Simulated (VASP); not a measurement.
Set up this calculation in VASP 6.6.1, as the native input.

* Task: single point
* Functional: PBE
* Potentials or basis: VASP PAW PBE potentials, release 64 (C)
* Cutoff: 520 eV
* k mesh: 12 × 12 × 12
* Occupations: gaussian, width 0.05 eV
* Spin: no spin polarisation
* Dipole correction: no
* Further INCAR settings: ALGO = Normal; EDIFF = 1e-07; NBANDS = 11

The structure of C lies in POSCAR:

```
C
1.0
    0.0000000000      1.9373907776      1.5111648065
    1.9373907776      0.0000000000      1.5111648065
    1.9373907776      1.9373907776      0.0000000000
C
2
Direct
    0.5000000000      0.5000000000      0.5000000000
    0.7500000000      0.7500000000      0.7500000000
```

This cell differs from its parent crystal: ratio of the length along z to the lengths across it x 0.78, volume and fractional coordinates fixed.

The input as run:

INCAR

```
PREC = Accurate ; ENCUT = 520
EDIFF = 1E-7 ; ISMEAR = 0
SIGMA = 0.05 ; LREAL = False
LASPH = True ; NELM = 100
ALGO = Normal ; ISIF = 2
LWAVE = False ; LCHARG = False
GGA = PE ; NBANDS = 11
```

KPOINTS

```
regular mesh
0
Gamma
  12 12 12
```

Potentials or basis: VASP PAW PBE potentials, release 64 (C).

Launch:

```console
$ cat potpaw_PBE.64/C/POTCAR > POTCAR
$ mpirun -np 1 vasp_std > vasp.out
```

Results of the run:

| Property | Result |
| --- | --- |
| Pressure | 3.0 GPa |
| Band gap on the k mesh | zero (band 4 reaches 11.74 eV, above the bottom of band 5 at 10.19 eV) |

Run time: 15 s on 1 thread of Intel(R) Xeon(R) Platinum 8488C (Sapphire Rapids), with other jobs on the host, peak memory 0.12 GiB.
